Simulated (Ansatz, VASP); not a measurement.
## Si2Se: VASP beside Ansatz

The input INCAR:

```
  PREC = Accurate
  ENCUT = 520
  EDIFF = 1E-6
  ISMEAR = 0
  SIGMA = 0.1
  LREAL = F
  LASPH = T
  NELM = 80
  ALGO = Normal
  ISIF = 2
  LWAVE = F
  LCHARG = F
  GGA = PE
  NBANDS = 23
```

Contents of KPOINTS:

```
regular mesh
0
Gamma
  4 4 4
```

File POSCAR:

```
Si2Se
1.0
    0.0000000000      3.8348011146      3.8348011146
    3.8348011146      0.0000000000      3.8348011146
    3.8348011146      3.8348011146      0.0000000000
Si Se
4 2
Direct
    0.6250000000      0.6250000000      0.6250000000
    0.1250000000      0.6250000000      0.6250000000
    0.6250000000      0.6250000000      0.1250000000
    0.6250000000      0.1250000000      0.6250000000
    0.0000000000      0.0000000000      0.0000000000
    0.2500000000      0.2500000000      0.2500000000
```

Input for Ansatz:

```yaml
crystal:
  lattice:
    - [0.0, 3.8348011146, 3.8348011146]
    - [3.8348011146, 0.0, 3.8348011146]
    - [3.8348011146, 3.8348011146, 0.0]
  atoms:
    - { symbol: Si, position: [0.625, 0.625, 0.625] }
    - { symbol: Si, position: [0.125, 0.625, 0.625] }
    - { symbol: Si, position: [0.625, 0.625, 0.125] }
    - { symbol: Si, position: [0.625, 0.125, 0.625] }
    - { symbol: Se, position: [0.0, 0.0, 0.0] }
    - { symbol: Se, position: [0.25, 0.25, 0.25] }
basis:
  ecutwfc: 420
kpoints:
  mp_grid: { grid: [4, 4, 4] }
hamiltonian:
  xc: pbe
scf:
  occupations: { method: gaussian, width: 0.1 }
  lower_state_search: "off"
output:
  forces: true
  stress: true
  eigenvalues: true
```

Alike in both runs: task single point; functional PBE; k mesh 4 × 4 × 4; occupations gaussian, width 0.1 eV; no spin polarisation.

```csv
,VASP,Ansatz
version,VASP 6.6.1,Ansatz 0.2.0
potentials or method,"VASP PAW PBE potentials, release 64 (Si, Se), cutoff 520 eV","scalar-relativistic, plane waves, PAW"
valence electrons in the cell,28,48
```

|  | VASP | Ansatz | Ansatz less VASP |
| --- | --- | --- | --- |
| gap on the k mesh at the Fermi level (eV) | none | none | - |
| pressure (GPa) | -4.4 | -4.4 | -0.01 |

A gap of «none» marks a metal or a gap that the smearing closes. With one functional, cell and mesh, what is left measures potentials, basis and numerics. VASP's potentials hold 28 valence electrons a cell and Ansatz's 48, so a difference there can come from the potentials and not from the codes.
